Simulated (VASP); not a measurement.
# Sc3BP2 (I4/mmm) in VASP: single point with PBE

Aim: the single point of Sc3BP2 with PBE.

Everything below comes from runs of VASP 6.6.1. Logs are shortened: lines on timing, memory, paths and dates and some standing lists are left out, and cuts for length are marked.

## (1) The cell of the first run

Symmetry: I4/mmm, No. 139, tetragonal system. Conventional cell: a = 3.683 Å, b = 3.683 Å, c = 15.526 Å, α = 90.00°, β = 90.00°, γ = 90.00°. Within 3.3 Å of Sc (site symmetry 4mm) lie 1 B at 2.52 Å and 5 P at 2.61 to 2.65 Å. Within 3.4 Å of Sc (site symmetry 4/mmm) lie 2 P at 2.60 Å and 4 B at 2.60 Å. B (site symmetry 4/mmm) has 6 Sc at 2.52 to 2.60 Å within 3.3 Å. P (site symmetry 4mm) has 6 Sc at 2.60 to 2.65 Å within 3.4 Å.

## (2) Single point, PBE

File INCAR:

```
PREC = Accurate ; ENCUT = 520
EDIFF = 1E-6 ; ISMEAR = 0
SIGMA = 0.1 ; LREAL = False
LASPH = True ; NELM = 60
ALGO = Normal ; ISIF = 2
LWAVE = False ; LCHARG = False
GGA = PE ; NBANDS = 32
```

File KPOINTS:

```
regular mesh
0
Gamma
  12 12 12
```

File POSCAR:

```
Sc3BP2
1.0
   -1.8415921990      1.8415921990      7.7631012886
    1.8415921990     -1.8415921990      7.7631012886
    1.8415921990      1.8415921990     -7.7631012886
Sc B P
3 1 2
Direct
    0.8379626161      0.8379626161      0.0000000000
    0.1620373839      0.1620373839      0.0000000000
    0.5000000000      0.5000000000      0.0000000000
    0.0000000000      0.0000000000      0.0000000000
    0.3325942819      0.3325942819      0.0000000000
    0.6674057181      0.6674057181      0.0000000000
```

Potentials or basis: VASP PAW PBE potentials, release 64 (Sc_sv, B, P).

On the command line:

```
$ cat potpaw_PBE.64/Sc_sv/POTCAR potpaw_PBE.64/B/POTCAR potpaw_PBE.64/P/POTCAR > POTCAR
$ mpirun -np 1 vasp_std > vasp.out
```

OUTCAR:

```text
PREC = Accurate
   ENCUT = 520
   EDIFF = 1E-6
   ISMEAR = 0
   LREAL = False
   LASPH = True
   NELM = 60
   ISIF = 2
   GGA = PE

 ion  position               nearest neighbor table
   1  0.838  0.838  0.000-   4 2.52   5 2.61   5 2.61   5 2.61   5 2.61   6 2.65
   2  0.162  0.162  0.000-   4 2.52   6 2.61   6 2.61   6 2.61   6 2.61   5 2.65
   3  0.500  0.500  0.000-   5 2.60   6 2.60   4 2.60   4 2.60   4 2.60   4 2.60
   4  0.000  0.000  0.000-   1 2.52   2 2.52   3 2.60   3 2.60   3 2.60   3 2.60
   5  0.333  0.333  0.000-   3 2.60   1 2.61   1 2.61   1 2.61   1 2.61   2 2.65
   6  0.667  0.667  0.000-   3 2.60   2 2.61   2 2.61   2 2.61   2 2.61   1 2.65

  LATTYP: Found a body centered tetragonal cell.
 ALAT       =     3.6831843980
 C/A-ratio  =     4.2154290688

  Lattice vectors:

 A1 = (  -1.8415921990,   1.8415921990,   7.7631012886)
 A2 = (   1.8415921990,  -1.8415921990,   7.7631012886)
 A3 = (   1.8415921990,   1.8415921990,  -7.7631012886)

Analysis of symmetry for initial positions (statically):
=====================================================================
 Subroutine PRICEL returns:
 Original cell was already a primitive cell.

 Routine SETGRP: Setting up the symmetry group for a
 body centered tetragonal supercell.

 Subroutine GETGRP returns: Found 16 space group operations
 (whereof 16 operations were pure point group operations)
 out of a pool of 16 trial point group operations.

The static configuration has the point symmetry D_4h.

Analysis of symmetry for dynamics (positions and initial velocities):
=====================================================================
 Subroutine PRICEL returns:
 Original cell was already a primitive cell.

 Routine SETGRP: Setting up the symmetry group for a
 body centered tetragonal supercell.

 Subroutine GETGRP returns: Found 16 space group operations
 (whereof 16 operations were pure point group operations)
 out of a pool of 16 trial point group operations.

The dynamic configuration has the point symmetry D_4h.

 Subroutine INISYM returns: Found 16 space group operations
 (whereof 16 operations are pure point group operations),
 and found     1 'primitive' translations

----------------------------------------------------------------------------------------

                                     Primitive cell

  volume of cell :     105.3130

  direct lattice vectors                    reciprocal lattice vectors
    -1.841592199  1.841592199  7.763101289     0.000000000  0.271504191  0.064407249
     1.841592199 -1.841592199  7.763101289     0.271504191  0.000000000  0.064407249
     1.841592199  1.841592199 -7.763101289     0.271504191  0.271504191  0.000000000

  length of vectors
     8.188324937  8.188324937  8.188324937     0.279039100  0.279039100  0.383964909

  position of ions in fractional coordinates (direct lattice)
     0.837962616  0.837962616  0.000000000
     0.162037384  0.162037384  0.000000000
     0.500000000  0.500000000  0.000000000
     0.000000000  0.000000000  0.000000000
     0.332594282  0.332594282  0.000000000
     0.667405718  0.667405718  0.000000000

  ion indices of the primitive-cell ions
   primitive index   ion index
                 1           1
                 2           2
                 3           3
                 4           4
                 5           5
                 6           6

----------------------------------------------------------------------------------------

 KPOINTS: regular mesh

Automatic generation of k-mesh.
 Grid dimensions read from file:
 generate k-points for:   12   12   12

 Generating k-lattice:

  Cartesian coordinates                     Fractional coordinates (reciprocal lattice)
     0.000000000  0.022625349  0.005367271     0.083333333 -0.000000000  0.000000000
     0.022625349  0.000000000  0.005367271    -0.000000000  0.083333333  0.000000000
     0.022625349  0.022625349  0.000000000     0.000000000  0.000000000  0.083333333

  Length of vectors
     0.023253258  0.023253258  0.031997076

  Shift w.r.t. Gamma in fractional coordinates (k-lattice)
     0.000000000  0.000000000  0.000000000

 Subroutine IBZKPT returns following result:
 ===========================================

 Found    163 irreducible k-points:

 Following reciprocal coordinates:
            Coordinates               Weight
  0.000000  0.000000  0.000000      1.000000
  0.083333  0.000000  0.000000      8.000000
  0.166667 -0.000000  0.000000      8.000000
  0.250000 -0.000000  0.000000      8.000000
  0.333333  0.000000  0.000000      8.000000
  0.416667 -0.000000  0.000000      8.000000
[... 16 lines left out ...]
  0.500000  0.166667  0.000000     16.000000
 -0.416667  0.166667 -0.000000     16.000000
 [... further k-points ...]
   k-points           NKPTS =    163   k-points in BZ     NKDIM =    163   number of bands    NBANDS=     32
   number of dos      NEDOS =    301   number of ions     NIONS =      6
   total plane-waves  NPLWV = 262144
   dimension x,y,z NGX =    64 NGY =   64 NGZ =   64
   dimension x,y,z NGXF=   128 NGYF=  128 NGZF=  128
   ions per type =               3   1   2
   NGX,Y,Z   is equivalent  to a cutoff of  12.99, 12.99, 12.99 a.u.
   NGXF,Y,Z  is equivalent  to a cutoff of  25.99, 25.99, 25.99 a.u.
 SYSTEM =  unknown system
   PREC   = accura    normal or accurate (medium, high low for compatibility)
   ISTART =      0    job   : 0-new  1-cont  2-samecut
   ICHARG =      2    charge: 1-file 2-atom 10-const
   ISPIN  =      1    spin polarized calculation?
   LNONCOLLINEAR =      F non collinear calculations
   LSORBIT =      F    spin-orbit coupling
   LASPH  =      T    aspherical Exc in radial PAW
   ENCUT  =  520.0 eV  38.22 Ry    6.18 a.u.  15.22 15.22 15.22*2*pi/ulx,y,z
   NELM   =     60;   NELMIN=  2; NELMDL= -5     # of ELM steps
   EDIFF  = 0.1E-05   stopping-criterion for ELM
   LREAL  =      F    real-space projection
   EDIFFG = 0.1E-04   stopping-criterion for IOM
   NSW    =      0    number of steps for IOM
   IBRION =     -1    ionic relax: 0-MD 1-quasi-New 2-CG
   NFREE  =      0    steps in history (QN), initial steepest desc. (CG)
   ISIF   =      2    stress and relaxation
   ISYM   =      2    0-nonsym 1-usesym 2-fastsym
   POTIM  = 0.5000    time-step for ionic-motion
   TEBEG  =    0.0;   TEEND  =   0.0 temperature during run
   PSTRESS=    0.0 pullay stress
   NELECT =      46.0000    total number of electrons
   NUPDOWN=      -1.0000    fix difference up-down
   EMIN   =  10.00;   EMAX   =-10.00  energy-range for DOS
   EFERMI =   0.00;   METHOD = LEGACY
   ISMEAR =     0;   SIGMA  =   0.10  broadening in eV -4-tet -1-fermi 0-gaus
   EFERMI_NEDOS =   21; number of points for ismear=-14 and -15
   IALGO  =     38    algorithm
   IMIX   =      4    mixing-type and parameters
     AMIX     =   0.40;   BMIX     =  1.00
     AMIX_MAG =   1.60;   BMIX_MAG =  1.00
  volume/ion in A,a.u.               =      17.55       118.45
  Fermi-wavevector in a.u.,A,eV,Ry     =   1.242129  2.347284 20.992219  1.542885
  Thomas-Fermi vector in A             =   2.376497
   LORBIT       =      0    0 simple, 1 ext, 2 COOP (PROOUT), +10 PAW based schemes
   GGA     = PE    functional components
   LHFCALC =     F    Hartree Fock is set to
   AEXX    =    0.0000 exact exchange contribution
   IVDW    =     0    specifies the selected vdW correction
   LEPSILON=     F    determine dielectric tensor
   LRPA    =     F    only Hartree local field effects (RPA)
 non-spin polarized calculation
 Gauss-broadening in eV      SIGMA  =   0.10
  energy-cutoff  :      520.00
  volume of cell :      105.31
 maximum number of plane-waves:      2864
 NGX is ok and might be reduce to    64
   NGX = 31   NGY = 31   NGZ = 31

 number of electron      46.0000002 magnetization

 Free energy of the ion-electron system (eV)
  ---------------------------------------------------
  ext. energy  EPLUGINS =         0.00000000
  ---------------------------------------------------
  free energy    TOTEN  =       -41.45076574 eV

  energy without entropy =      -41.43118281  energy(sigma->0) =      -41.44097428

 E-fermi :   4.7658     XC(G=0): -10.5641

 val. band max:        4.7608838904   @ k =  -0.3333   0.3333   0.0833
 cond. band min:       4.7675260938   @ k =   0.0000   0.0000   0.0000
 fundamental gap:      0.0066422033
 Fermi energy:         4.7658193056

 k-point     1 :       0.0000    0.0000    0.0000
  band No.  band energies     occupation
      1     -43.9154      2.00000
      2     -43.9032      2.00000
      3     -43.8969      2.00000
      4     -22.6001      2.00000
      5     -22.5715      2.00000
      6     -22.5655      2.00000
[... 24 lines left out ...]
     31       6.9607      0.00000
     32       7.2114      0.00000

 k-point     2 :       0.0833    0.0000    0.0000
  band No.  band energies     occupation
      1     -43.9147      2.00000
      2     -43.9031      2.00000
      3     -43.8968      2.00000
      4     -22.6061      2.00000
      5     -22.5775      2.00000
      6     -22.5646      2.00000
[... 24 lines left out ...]
     31       7.4871      0.00000
     32       7.5284      0.00000

 k-point     3 :       0.1667   -0.0000    0.0000
  band No.  band energies     occupation
      1     -43.9127      2.00000
      2     -43.9028      2.00000
      3     -43.8964      2.00000
      4     -22.6208      2.00000
      5     -22.5928      2.00000
      6     -22.5638      2.00000
[... 24 lines left out ...]
     31       8.0633      0.00000
     32       8.3262      0.00000

 k-point     4 :       0.2500   -0.0000    0.0000
  band No.  band energies     occupation
      1     -43.9099      2.00000
      2     -43.9023      2.00000
      3     -43.8962      2.00000
      4     -22.6398      2.00000
      5     -22.6124      2.00000
      6     -22.5675      2.00000
[... 654 lines left out ...]
     31       8.5829      0.00000
     32       8.6557      0.00000

 k-point    23 :       0.5000    0.1667    0.0000
  band No.  band energies     occupation
      1     -43.9005      2.00000
      2     -43.9005      2.00000
      3     -43.8965      2.00000
      4     -22.6666      2.00000
      5     -22.6474      2.00000
      6     -22.5980      2.00000
[... 24 lines left out ...]
     31       8.6139      0.00000
     32       8.6762      0.00000

 k-point    24 :      -0.4167    0.1667   -0.0000
  band No.  band energies     occupation
      1     -43.9022      2.00000
      2     -43.9002      2.00000
      3     -43.8961      2.00000
      4     -22.6627      2.00000
      5     -22.6417      2.00000
      6     -22.5926      2.00000
[... 24 lines left out ...]
     31       8.5658      0.00000
     32       8.6573      0.00000

 [... further k-points ...]

------------------------ aborting loop because EDIFF is reached ----------------------------------------

  FORCE on cell =-STRESS in cart. coord.  units (eV):
  Direction    XX          YY          ZZ          XY          YZ          ZX
  --------------------------------------------------------------------------------------
  -------------------------------------------------------------------------------------
  Total        0.1135346      0.1135346      0.1065898      0.0000000      0.0000000      0.0000000
  in kB        1.7272558      1.7272558      1.6216019      0.0000000      0.0000000      0.0000000
  external PRESSURE =       1.6920379 kB  Pullay stress =       0.0000000 kB

 VOLUME and BASIS-vectors are now :
 -----------------------------------------------------------------------------
  energy-cutoff  :      520.00
  volume of cell :      105.31
      direct lattice vectors                 reciprocal lattice vectors
    -1.841592199  1.841592199  7.763101289     0.000000000  0.271504191  0.064407249
     1.841592199 -1.841592199  7.763101289     0.271504191  0.000000000  0.064407249
     1.841592199  1.841592199 -7.763101289     0.271504191  0.271504191  0.000000000

 POSITION                                       TOTAL-FORCE (eV/Angst)
 -----------------------------------------------------------------------------------
      0.00000      0.00000     13.01038        -0.000000     -0.000000      0.002087
      0.00000      0.00000      2.51583         0.000000      0.000000     -0.002087
      0.00000      0.00000      7.76310         0.000000      0.000000     -0.000000
      0.00000      0.00000      0.00000         0.000000      0.000000      0.000000
      0.00000      0.00000      5.16393        -0.000000     -0.000000     -0.004943
      0.00000      0.00000     10.36228        -0.000000     -0.000000      0.004943
 -----------------------------------------------------------------------------------
    total drift:                               -0.000000      0.000000      0.000000

  FREE ENERGIE OF THE ION-ELECTRON SYSTEM (eV)
  ---------------------------------------------------
  free  energy   TOTEN  =       -41.4507657410 eV

  energy  without entropy=      -41.4311828123  energy(sigma->0) =      -41.44097428
```

It took 17 min on 1 thread of Intel Xeon 6975P-C (Granite Rapids), shared host; peak memory 0.85 GiB.

What came out:

```yaml
Free_energy: -41.4508 eV
Pressure: 0.2 GPa
Largest_force: 0.005 eV/Å
Band_gap_on_the_k_mesh: zero (bands 23 and 24 overlap by 1.41 eV)
```

Forces on the atoms (eV/Å):
```
Sc   0.000  0.000  0.002
Sc   0.000  0.000 -0.002
Sc   0.000  0.000  0.000
B    0.000  0.000  0.000
P    0.000  0.000 -0.005
P    0.000  0.000  0.005
```

Levels at points of the mesh, in eV from the Fermi level:
```csv
k point,band 19,band 20,band 21,band 22,band 23,band 24,band 25,band 26,band 27,band 28
"(0.00, 0.00, 0.00)",-0.55,0.00,0.29,0.29,0.37,1.70,1.70,1.87,1.96,2.03
"(0.50, 0.00, 0.00)",-1.89,-1.74,-1.65,-1.15,-0.65,-0.11,3.05,3.07,3.32,3.40
"(0.50, 0.50, 0.00)",-2.01,-1.81,-1.27,-1.11,-0.08,0.28,0.61,1.96,2.64,2.94
"(0.50, 0.50, 0.50)",-0.46,-0.39,-0.20,0.18,0.18,0.81,1.19,1.19,1.59,2.09
```
